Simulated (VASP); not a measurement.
## GaMo: single point with PBE

The system is GaMo.

```
Ga Mo
1.0
     0.00000    2.85154    2.85154
     2.85154    0.00000    2.85154
     2.85154    2.85154    0.00000
Ga Mo
1 1
Direct
  0.00000 0.00000 0.00000
  0.25000 0.25000 0.25000
```

- Program: VASP 6.6.1
- Task: single point
- Functional: PBE
- Potentials or basis: VASP PAW PBE potentials, release 64 (Ga_d, Mo_sv)
- Cutoff: 520 eV
- k mesh: 6 × 6 × 6
- Occupations: gaussian, width 0.2 eV
- Spin: no spin polarisation

```yaml
Pressure: 0.3 GPa
```

Levels at points of the mesh, in eV from the Fermi level:
```tsv
k point	band 9	band 10	band 11	band 12	band 13	band 14	band 15	band 16	band 17	band 18
(0.00, 0.00, 0.00)	-14.06	-7.66	-1.75	-1.75	-1.75	0.12	0.12	6.39	8.53	8.53
(0.50, 0.00, 0.00)	-14.05	-5.98	-2.23	-1.43	-1.43	0.43	0.43	1.12	5.70	5.70
(0.50, 0.50, 0.00)	-14.04	-5.34	-3.02	-0.38	-0.04	-0.04	0.54	1.74	2.53	2.53
```

Wall time 19 s on 1 thread of Intel(R) Xeon(R) Platinum 8375C CPU @ 2.90GHz (Ice Lake), on a shared host, peak memory 0.17 GiB.
